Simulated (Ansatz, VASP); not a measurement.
# Two plane-wave programs on Al2Cu

```
Al Cu
1.0
     4.08803    0.00000    0.00000
     0.00000    4.08803    0.00000
     0.00000    0.00000    2.85133
Al Cu
2 1
Direct
  0.50000 0.00000 0.50000
  0.00000 0.50000 0.50000
  0.00000 0.00000 0.00000
```

Alike in both runs: task single point; functional r2SCAN; k mesh 8 × 8 × 12; occupations gaussian, width 0.15 eV; no spin polarisation.

```csv
,VASP,Ansatz
version,VASP 6.6.1,Ansatz 0.2.0
potentials or method,"VASP PAW PBE potentials, release 64 (Al, Cu), cutoff 520 eV","scalar-relativistic, plane waves, PAW"
valence electrons in the cell,17,25
```

```csv
,VASP,Ansatz,Ansatz less VASP
gap on the k mesh at the Fermi level (eV),none,none,-
pressure (GPa),-0.1,0.1,+0.22
"traceless stress, the component that is largest in VASP (GPa)",-0.46,-0.45,+0.010
```

VASP's potentials were made for PBE, not for r2SCAN. A gap of «none» marks a metal or a gap that the smearing closes. With one functional, cell and mesh, what is left measures potentials, basis and numerics. VASP's potentials hold 17 valence electrons a cell and Ansatz's 25, so a difference there can come from the potentials and not from the codes.
